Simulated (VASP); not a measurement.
Here is a VASP 6.6.1 calculation.

Contents of POSCAR:

```
Au
1.0
    2.7484100000      0.0000000000      0.0000000000
    0.0000000000      2.7484100000      0.0000000000
    0.0000000000      0.0000000000      2.7484100000
Au
1
Direct
    0.5000000000      0.5000000000      0.5000000000
```

File INCAR.step1:

```
ALGO = Normal ; EDIFF = 1E-4
ENCUT = 520 ; GGA = PE
ISMEAR = 1 ; LASPH = T
LCHARG = F ; LREAL = F
LWAVE = T ; NBANDS = 12
NELM = 80 ; PREC = Accurate
SIGMA = 0.05
```

File INCAR.step2:

```
ALGO = Normal ; EDIFF = 1E-7
ENCUT = 520 ; ISIF = 2
ISMEAR = 1 ; ISTART = 1
LASPH = T ; LCHARG = F
LMIXTAU = T ; LREAL = F
LWAVE = F ; METAGGA = R2SCAN
NBANDS = 12 ; NELM = 80
PREC = Accurate ; SIGMA = 0.05
```

File KPOINTS:

```
k-points
0
Gamma
  9 9 9
```

Potentials or basis: VASP PAW PBE potentials, release 64 (Au).

Command:

```console
$ cat potpaw_PBE.64/Au/POTCAR > POTCAR
$ cp INCAR.step1 INCAR
$ mpirun -np 1 vasp_std > vasp.out
$ cp INCAR.step2 INCAR
$ mpirun -np 1 vasp_std > vasp.out
```

Estimate the pressure.

-3.6 GPa.

Predict the band gap on the k mesh.

zero (an odd number of electrons rules out a gap without spin polarisation).

Caveat: the cell stands under tension; the PAW data sets were made with another functional, which shifts forces and pressure a little; spin-orbit coupling is left out, which moves the levels of the heavy elements.
